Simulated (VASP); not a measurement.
# BaHfO3 (Pm-3m) in VASP: notebook

BaHfO3 is run at these levels: r2SCAN; tasks: single point.

Program: VASP 6.6.1. These are calculated values, not measurements. Logs are shortened: lines on timing, memory, paths and dates and some standing lists are left out, and cuts for length are marked.

## Step 1: The cell of the first run

The structure is cubic, space group Pm-3m (No. 221). Conventional cell: a = 4.094 Å, b = 4.094 Å, c = 4.094 Å, α = 90.00°, β = 90.00°, γ = 90.00°. Within 3.8 Å of Ba (site symmetry m-3m) lie 12 O at 2.89 Å and 8 Hf at 3.55 Å. Hf (site symmetry m-3m) has 6 O at 2.05 Å within 2.7 Å. Within 2.7 Å of O (site symmetry 4/mmm) lie 2 Hf at 2.05 Å.

## Step 2: Single point, r2SCAN, non-collinear spin, zero start, spin-orbit coupling (strain -2.0%)

The input, POSCAR:

```
BaHfO3
1.0
    4.0935175954      0.0000000000      0.0000000000
    0.0000000000      4.0935175954      0.0000000000
    0.0000000000      0.0000000000      4.0935175954
Ba Hf O
1 1 3
Direct
    0.0000000000      0.0000000000      0.0000000000
    0.5000000000      0.5000000000      0.5000000000
    0.5000000000      0.5000000000      0.0000000000
    0.5000000000      0.0000000000      0.5000000000
    0.0000000000      0.5000000000      0.5000000000
```

The input, INCAR.step1:

```
SYSTEM = BaHfO3
  ALGO = Normal
  EDIFF = 1E-4
  ENCUT = 520
  GGA = PE
  GGA_COMPAT = .False.
  ISMEAR = 0
  LASPH = .True.
  LCHARG = .False.
  LMAXMIX = 4
  LNONCOLLINEAR = .True.
  LREAL = .False.
  LSORBIT = .True.
  LWAVE = .True.
  MAGMOM = 0 0 0 0 0 0 0 0 0 0 0 0 0 0 0
  NBANDS = 53
  NELM = 150
  PREC = Accurate
  SIGMA = 0.01
```

The input, INCAR.step2:

```
SYSTEM = BaHfO3
  ALGO = Normal
  EDIFF = 1E-6
  ENCUT = 520
  GGA_COMPAT = .False.
  ISIF = 2
  ISMEAR = 0
  ISTART = 1
  LASPH = .True.
  LCHARG = .False.
  LMAXMIX = 4
  LMIXTAU = .True.
  LNONCOLLINEAR = .True.
  LORBIT = 11
  LORBMOM = .True.
  LREAL = .False.
  LSORBIT = .True.
  LWAVE = .False.
  MAGMOM = 0 0 0 0 0 0 0 0 0 0 0 0 0 0 0
  METAGGA = R2SCAN
  NBANDS = 53
  NELM = 150
  PREC = Accurate
  SIGMA = 0.01
```

The input, KPOINTS:

```
k-points
0
Gamma
  6 6 6
  0 0 0
```

Potentials or basis: VASP PAW PBE potentials, release 64 (Ba_sv, Hf_pv, O).

Launch:

```bash
> cat potpaw_PBE.64/Ba_sv/POTCAR potpaw_PBE.64/Hf_pv/POTCAR potpaw_PBE.64/O/POTCAR > POTCAR
> cp INCAR.step1 INCAR
> mpirun -np 1 vasp_ncl > vasp.out
> cp INCAR.step2 INCAR
> mpirun -np 1 vasp_ncl > vasp.out
```

OUTCAR:

```text
SYSTEM = BaHfO3
   EDIFF = 1E-6
   ENCUT = 520
   ISIF = 2
   ISMEAR = 0
   ISTART = 1
   LASPH = .True.
   LNONCOLLINEAR = .True.
   LORBIT = 11
   LREAL = .False.
   LSORBIT = .True.
   METAGGA = R2SCAN
   NELM = 150
   PREC = Accurate

 ion  position               nearest neighbor table
   1  0.000  0.000  0.000-   3 2.89   4 2.89   5 2.89   4 2.89   5 2.89   3 2.89   5 2.89   5 2.89
                             3 2.89   4 2.89   4 2.89   3 2.89   2 3.55   2 3.55   2 3.55   2 3.55
   2  0.500  0.500  0.500-   3 2.05   4 2.05   5 2.05   3 2.05   4 2.05   5 2.05   1 3.55   1 3.55
                             1 3.55   1 3.55   1 3.55   1 3.55   1 3.55   1 3.55
   3  0.500  0.500  0.000-   2 2.05   2 2.05   1 2.89   1 2.89   1 2.89   1 2.89
   4  0.500  0.000  0.500-   2 2.05   2 2.05   1 2.89   1 2.89   1 2.89   1 2.89
   5  0.000  0.500  0.500-   2 2.05   2 2.05   1 2.89   1 2.89   1 2.89   1 2.89

  LATTYP: Found a simple cubic cell.
 ALAT       =     4.0935175954

  Lattice vectors:

 A1 = (   4.0935175954,   0.0000000000,   0.0000000000)
 A2 = (   0.0000000000,   4.0935175954,   0.0000000000)
 A3 = (   0.0000000000,   0.0000000000,   4.0935175954)

Analysis of symmetry for initial positions (statically):
=====================================================================
 Subroutine PRICEL returns:
 Original cell was already a primitive cell.

 Routine SETGRP: Setting up the symmetry group for a
 simple cubic supercell.

 Subroutine GETGRP returns: Found 48 space group operations
 (whereof 48 operations were pure point group operations)
 out of a pool of 48 trial point group operations.

The static configuration has the point symmetry O_h .

Analysis of symmetry for dynamics (positions and initial velocities):
=====================================================================
 Subroutine PRICEL returns:
 Original cell was already a primitive cell.

 Routine SETGRP: Setting up the symmetry group for a
 simple cubic supercell.

 Subroutine GETGRP returns: Found 48 space group operations
 (whereof 48 operations were pure point group operations)
 out of a pool of 48 trial point group operations.

The dynamic configuration has the point symmetry O_h .

Analysis of structural, dynamic, and magnetic symmetry:
=====================================================================
 Subroutine PRICEL returns:
 Original cell was already a primitive cell.

 Routine SETGRP: Setting up the symmetry group for a
 simple cubic supercell.

 Subroutine GETGRP returns: Found 48 space group operations
 (whereof 48 operations were pure point group operations)
 out of a pool of 48 trial point group operations.

The overall configuration has the point symmetry O_h .

 Subroutine INISYM returns: Found 48 space group operations
 (whereof 48 operations are pure point group operations),
 and found     1 'primitive' translations

----------------------------------------------------------------------------------------

                                     Primitive cell

  volume of cell :      68.5946

  direct lattice vectors                    reciprocal lattice vectors
     4.093517595  0.000000000  0.000000000     0.244288678  0.000000000  0.000000000
     0.000000000  4.093517595  0.000000000     0.000000000  0.244288678  0.000000000
     0.000000000  0.000000000  4.093517595     0.000000000  0.000000000  0.244288678

  length of vectors
     4.093517595  4.093517595  4.093517595     0.244288678  0.244288678  0.244288678

  position of ions in fractional coordinates (direct lattice)
     0.000000000  0.000000000  0.000000000
     0.500000000  0.500000000  0.500000000
     0.500000000  0.500000000  0.000000000
     0.500000000  0.000000000  0.500000000
     0.000000000  0.500000000  0.500000000

  ion indices of the primitive-cell ions
   primitive index   ion index
                 1           1
                 2           2
                 3           3
                 4           4
                 5           5

----------------------------------------------------------------------------------------

[... 120 lines left out ...]
 Fermi energy:         2.5369195435

 k-point     1 :       0.0000    0.0000    0.0000
  band No.  band energies     occupation
      1     -31.6730      1.00000
      2     -31.6730      1.00000
      3     -24.7889      1.00000
      4     -24.7889      1.00000
      5     -24.7889      1.00000
      6     -24.7889      1.00000
[... 1049 lines left out ...]
     49      11.6573      0.00000
     50      11.6573      0.00000
 [bands above 50 left out]

------------------------ aborting loop because EDIFF is reached ----------------------------------------

  FORCE on cell =-STRESS in cart. coord.  units (eV):
  Direction    XX          YY          ZZ          XY          YZ          ZX
  --------------------------------------------------------------------------------------
  -------------------------------------------------------------------------------------
  Total        4.8495194      4.8495194      4.8495194      0.0000000      0.0000000     -0.0000000
  in kB      113.2711483    113.2711483    113.2711483      0.0000000      0.0000000     -0.0000000
  external PRESSURE =     113.2711483 kB  Pullay stress =       0.0000000 kB

 VOLUME and BASIS-vectors are now :
 -----------------------------------------------------------------------------
  energy-cutoff  :      520.00
  volume of cell :       68.59
      direct lattice vectors                 reciprocal lattice vectors
     4.093517595  0.000000000  0.000000000     0.244288678  0.000000000  0.000000000
     0.000000000  4.093517595  0.000000000     0.000000000  0.244288678  0.000000000
     0.000000000  0.000000000  4.093517595     0.000000000  0.000000000  0.244288678

 POSITION                                       TOTAL-FORCE (eV/Angst)
 -----------------------------------------------------------------------------------
      0.00000      0.00000      0.00000         0.000000      0.000000      0.000000
      2.04676      2.04676      2.04676         0.000000      0.000000      0.000000
      2.04676      2.04676      0.00000         0.000000      0.000000      0.000000
      2.04676      0.00000      2.04676         0.000000      0.000000      0.000000
      0.00000      2.04676      2.04676         0.000000      0.000000      0.000000
 -----------------------------------------------------------------------------------
    total drift:                                0.000000      0.000000      0.000000

  FREE ENERGIE OF THE ION-ELECTRON SYSTEM (eV)
  ---------------------------------------------------
  free  energy   TOTEN  =      -108.6505124438 eV

  energy  without entropy=     -108.6505124438  energy(sigma->0) =     -108.65051244

 orbital moment (x)

 # of ion     p       d       tot
 ----------------------------------------
  1        -0.000  -0.000  -0.000
  2        -0.000  -0.000  -0.000
  3        -0.000   0.000  -0.000
  4         0.000   0.000   0.000
  5        -0.000   0.000  -0.000
 ----------------------------------------
           -0.000  -0.000  -0.000

 orbital moment (y)

 # of ion     p       d       tot
 ----------------------------------------
  1        -0.000  -0.000  -0.000
  2        -0.000   0.000  -0.000
  3         0.000   0.000   0.000
  4         0.000   0.000   0.000
  5         0.000   0.000   0.000
 ----------------------------------------
            0.000  -0.000  -0.000

 orbital moment (z)

 # of ion     p       d       tot
 ----------------------------------------
  1         0.000   0.000   0.000
  2         0.000   0.000   0.000
  3         0.000   0.000   0.000
  4         0.000   0.000   0.000
  5         0.000   0.000   0.000
 ----------------------------------------
            0.000   0.000   0.000

 Spin-Orbit-Coupling matrix elements

 Ion:    1  E_soc:     -0.3623880
 l=   1
     0.0000000    -0.0602578    -0.0602578
    -0.0602578     0.0000000    -0.0602578
    -0.0602578    -0.0602578     0.0000000
 l=   2
     0.0000000    -0.0000286     0.0000000    -0.0000286    -0.0001116
    -0.0000286     0.0000000    -0.0000837    -0.0000286    -0.0000279
     0.0000000    -0.0000837     0.0000000    -0.0000837     0.0000000
    -0.0000286    -0.0000286    -0.0000837     0.0000000    -0.0000279
    -0.0001116    -0.0000279     0.0000000    -0.0000279     0.0000000
 l=   3
     0.0000000     0.0000000     0.0000000     0.0000000     0.0000000     0.0000000     0.0000000
     0.0000000     0.0000000     0.0000000     0.0000000     0.0000000     0.0000000     0.0000000
     0.0000000     0.0000000     0.0000000     0.0000000     0.0000000     0.0000000     0.0000000
     0.0000000     0.0000000     0.0000000     0.0000000     0.0000000     0.0000000     0.0000000
[... 69 lines left out ...]
 l=   2
     0.0000000     0.0000000     0.0000000     0.0000000     0.0000000
     0.0000000     0.0000000     0.0000000     0.0000000     0.0000000
     0.0000000     0.0000000     0.0000000     0.0000000     0.0000000
     0.0000000     0.0000000     0.0000000     0.0000000     0.0000000
     0.0000000     0.0000000     0.0000000     0.0000000     0.0000000
 l=   3
     0.0000000     0.0000000     0.0000000     0.0000000     0.0000000     0.0000000     0.0000000
     0.0000000     0.0000000     0.0000000     0.0000000     0.0000000     0.0000000     0.0000000
     0.0000000     0.0000000     0.0000000     0.0000000     0.0000000     0.0000000     0.0000000
     0.0000000     0.0000000     0.0000000     0.0000000     0.0000000     0.0000000     0.0000000
     0.0000000     0.0000000     0.0000000     0.0000000     0.0000000     0.0000000     0.0000000
     0.0000000     0.0000000     0.0000000     0.0000000     0.0000000     0.0000000     0.0000000
     0.0000000     0.0000000     0.0000000     0.0000000     0.0000000     0.0000000     0.0000000

 total charge

# of ion       s       p       d       tot
------------------------------------------
    1        2.016   5.659   0.286   7.961
    2        0.362   6.854   1.577   8.794
    3        1.565   3.556   0.000   5.122
    4        1.565   3.556   0.000   5.122
    5        1.565   3.556   0.000   5.122
--------------------------------------------------
tot          7.075  23.182   1.863  32.121

 magnetization (x)

# of ion       s       p       d       tot
------------------------------------------
    1        0.000   0.000   0.000   0.000
    2       -0.000   0.000  -0.000  -0.000
    3       -0.000   0.000   0.000   0.000
    4        0.000   0.000   0.000   0.000
    5       -0.000   0.000   0.000   0.000
--------------------------------------------------
tot         -0.000   0.000   0.000   0.000

 magnetization (y)

# of ion       s       p       d       tot
------------------------------------------
    1        0.000  -0.000   0.000   0.000
    2       -0.000   0.000   0.000   0.000
    3        0.000   0.000   0.000   0.000
    4        0.000   0.000   0.000   0.000
    5       -0.000  -0.000   0.000  -0.000
--------------------------------------------------
tot          0.000   0.000   0.000   0.000

 magnetization (z)

# of ion       s       p       d       tot
------------------------------------------
    1        0.000  -0.000  -0.000  -0.000
    2       -0.000  -0.000  -0.000  -0.000
    3       -0.000  -0.000   0.000  -0.000
    4        0.000   0.000   0.000   0.000
    5       -0.000  -0.000   0.000  -0.000
--------------------------------------------------
tot         -0.000  -0.000  -0.000  -0.000
```

It took 16 min on 1 thread of Oxide Virtual Turin-like, shared host; peak memory 0.35 GiB.

What came out:

```yaml
Free_energy: -108.6505 eV
Pressure: 11.3 GPa
Net_moment: 0.00 μB per cell
Valence_electrons_inside_the_program's_atomic_spheres: Ba 7.96; Hf 8.79; O 5.12
```

Moments on the atoms (μB; x, y, z):
```
Ba  0.00 0.00 0.00
Hf  0.00 0.00 0.00
O   0.00 0.00 0.00
O   0.00 0.00 0.00
O   0.00 0.00 0.00
```

Caveat: the cell differs from its parent crystal (strain -2.0%); the PAW data sets were made with another functional, which shifts forces and pressure a little.

## Step 3: Single point, r2SCAN, non-collinear spin, zero start, spin-orbit coupling (strain -1.0%)

Changes to POSCAR since step 2:

```diff
@@ -2,5 +2,5 @@
 1.0
-    4.0935175954      0.0000000000      0.0000000000
-    0.0000000000      4.0935175954      0.0000000000
-    0.0000000000      0.0000000000      4.0935175954
+    4.1352881831      0.0000000000      0.0000000000
+    0.0000000000      4.1352881831      0.0000000000
+    0.0000000000      0.0000000000      4.1352881831
 Ba Hf O
```

The input, INCAR.step1:

```
SYSTEM = BaHfO3
PREC = Accurate ; ENCUT = 520
ISMEAR = 0 ; SIGMA = 0.01
LREAL = .FALSE. ; LASPH = .TRUE.
NELM = 150 ; LNONCOLLINEAR = .TRUE.
MAGMOM = 0 0 0 0 0 0 0 0 0 0 0 0 0 0 0 ; LSORBIT = .TRUE.
GGA_COMPAT = .FALSE. ; LMAXMIX = 4
NBANDS = 53 ; GGA = PE
ALGO = Normal ; EDIFF = 1E-4
LWAVE = .TRUE. ; LCHARG = .FALSE.
```

The input, INCAR.step2:

```
SYSTEM = BaHfO3
PREC = Accurate ; ENCUT = 520
EDIFF = 1E-6 ; ISMEAR = 0
SIGMA = 0.01 ; LREAL = .FALSE.
LASPH = .TRUE. ; NELM = 150
ALGO = Normal ; ISIF = 2
LWAVE = .FALSE. ; LCHARG = .FALSE.
LNONCOLLINEAR = .TRUE. ; MAGMOM = 0 0 0 0 0 0 0 0 0 0 0 0 0 0 0
LORBIT = 11 ; LSORBIT = .TRUE.
GGA_COMPAT = .FALSE. ; LORBMOM = .TRUE.
LMAXMIX = 4 ; METAGGA = R2SCAN
LMIXTAU = .TRUE. ; NBANDS = 53
ISTART = 1
```

The input, KPOINTS:

```
regular mesh
0
G
  6 6 6
  0 0 0
```

Potentials or basis: VASP PAW PBE potentials, release 64 (Ba_sv, Hf_pv, O).

Launch:

```bash
> cat potpaw_PBE.64/Ba_sv/POTCAR potpaw_PBE.64/Hf_pv/POTCAR potpaw_PBE.64/O/POTCAR > POTCAR
> cp INCAR.step1 INCAR
> mpirun -np 1 vasp_ncl > vasp.out
> cp INCAR.step2 INCAR
> mpirun -np 1 vasp_ncl > vasp.out
```

It took 13 min on 1 thread of Oxide Virtual Turin-like, shared host; peak memory 0.4 GiB.

Results (log left out):

```
Free energy                                           : -108.7586 eV
Pressure                                              : 4.9 GPa
Net moment                                            : 0.00 μB per cell
Valence electrons inside the program's atomic spheres : Ba 7.94; Hf 8.67; O 5.10
```

Moments on the atoms (μB; x, y, z):
```
Ba  0.00 0.00 0.00
Hf  0.00 0.00 0.00
O   0.00 0.00 0.00
O   0.00 0.00 0.00
O   0.00 0.00 0.00
```

Caveat: the cell differs from its parent crystal (strain -1.0%); the PAW data sets were made with another functional, which shifts forces and pressure a little.
